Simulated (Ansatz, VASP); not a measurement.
Two plane-wave programs on TePtSe3

```xyz
5
Lattice="3.0538 1.7631 3.8228 -3.0538 1.7631 3.8228 0.0000 -3.5262 3.8228" Properties=species:S:1:pos:R:3 pbc="T T T"
Te    0.0000    0.0000    5.7342
Pt    0.0000    0.0000    0.0000
Se    0.0000   -1.7631    1.9114
Se    1.5269    0.8816    1.9114
Se   -1.5269    0.8816    1.9114
```

Alike in both runs: functional PBE; k mesh 12 × 12 × 12; occupations gaussian, width 0.1 eV; no spin polarisation.

Ansatz relaxed the structure, and its values are those at the end. VASP's run is a single point on that final structure, the one shown.

```csv
,VASP,Ansatz
version,VASP 6.6.1,Ansatz 0.2.0
potentials or method,"VASP PAW PBE potentials, release 64 (Te, Pt, Se), cutoff 520 eV","scalar-relativistic, plane waves, PAW"
valence electrons in the cell,34,82
```

|  | VASP | Ansatz | Ansatz less VASP |
| --- | --- | --- | --- |
| gap on the k mesh at the Fermi level (eV) | none | none | - |
| pressure (GPa) | 0.0 | 0.0 | +0.04 |

A gap of «none» marks a metal or a gap that the smearing closes. The functional is the same, so the differences come from potentials, cutoffs and numerics. VASP's potentials hold 34 valence electrons a cell and Ansatz's 82, so a difference there can come from the potentials and not from the codes.

Neither program's run includes spin-orbit coupling.
